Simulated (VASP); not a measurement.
Input of a VASP 6.6.1 run:

The input POSCAR:

```
KCl
1.0
    7.2842252315      0.0000000000      0.0000000000
   -3.6421126158      6.3083240974      0.0000000000
    0.0000000000      0.0000000000      4.4361485221
K Cl
3 3
Direct
    0.5000000000      0.0000000000      0.0000000000
    0.5000000000      0.5000000000      0.0000000000
    0.0000000000      0.5000000000      0.0000000000
    0.0000000000      0.0000000000      0.0000000000
    0.3333333333      0.6666666667      0.5000000000
    0.6666666667      0.3333333333      0.5000000000
```

INCAR.step1

```
PREC = Accurate
ENCUT = 520
ISMEAR = 0
SIGMA = 0.02
LREAL = False
LASPH = True
NELM = 80
NBANDS = 33
GGA = PE
ALGO = Normal
EDIFF = 1E-4
LWAVE = True
LCHARG = False
```

Contents of INCAR.step2:

```
PREC = Accurate
ENCUT = 520
EDIFF = 1E-6
ISMEAR = 0
SIGMA = 0.02
LREAL = False
LASPH = True
NELM = 80
ALGO = Normal
ISIF = 2
LWAVE = False
LCHARG = True
METAGGA = R2SCAN
LMIXTAU = True
LELF = True
LVHAR = True
NBANDS = 33
ISTART = 1
```

File KPOINTS:

```
Automatic mesh
0
Gamma
  6 6 6
```

Potentials or basis: VASP PAW PBE potentials, release 64 (K_sv, Cl).

The run is started by

```console
$ cat potpaw_PBE.64/K_sv/POTCAR potpaw_PBE.64/Cl/POTCAR > POTCAR
$ cp INCAR.step1 INCAR
$ mpirun -np 1 vasp_std > vasp.out
$ cp INCAR.step2 INCAR
$ mpirun -np 1 vasp_std > vasp.out
```

Task: What does it give for the band gap on the k mesh?

Result: 4.19 eV.

Task: Predict the pressure.

Result: 0.0 GPa.

Caveat: the PAW data sets were made with another functional, which shifts forces and pressure a little. A k mesh can miss the band edges.
